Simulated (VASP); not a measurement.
A run of VASP 6.6.1 is set up as follows.

File INCAR:

```
ALGO     = Fast           # electronic algorithm
EDIFF    = 1E-6           # SCF threshold, eV
ENCUT    = 520            # plane-wave cutoff, eV
GGA      = PS             # functional
ISIF     = 2              # what is computed and relaxed
ISMEAR   = 0              # smearing method
LASPH    = True           # aspherical terms in the spheres
LCHARG   = False          # write CHGCAR
LREAL    = False          # projectors in reciprocal space
LWAVE    = False          # write WAVECAR
NBANDS   = 18             # bands
NELM     = 60             # most SCF steps
PREC     = Accurate       # precision mode
SIGMA    = 0.15           # smearing width, eV
```

Contents of KPOINTS:

```
k-points
0
Gamma
  18 18 8
```

The input POSCAR:

```
Y
1.0
    3.6514992371      0.0000000000      0.0000000000
   -1.8257496185      3.1622911012      0.0000000000
    0.0000000000      0.0000000000      5.7474000000
Y
2
Direct
    0.3333333333      0.6666666667      0.2500000000
    0.6666666667      0.3333333333      0.7500000000
```

Potentials or basis: VASP PAW PBE potentials, release 64 (Y_sv).

The run is started by

```sh
$ cat potpaw_PBE.64/Y_sv/POTCAR > POTCAR
$ mpirun -np 1 vasp_std > vasp.out
```

(1) Predict the band gap on the k mesh.

(2) Predict the pressure.

Results:

(1) zero (band 11 reaches 3.76 eV, above the bottom of band 12 at 2.37 eV).

(2) -2.3 GPa.

Caveat: the PAW data sets were made with another functional, which shifts forces and pressure a little.
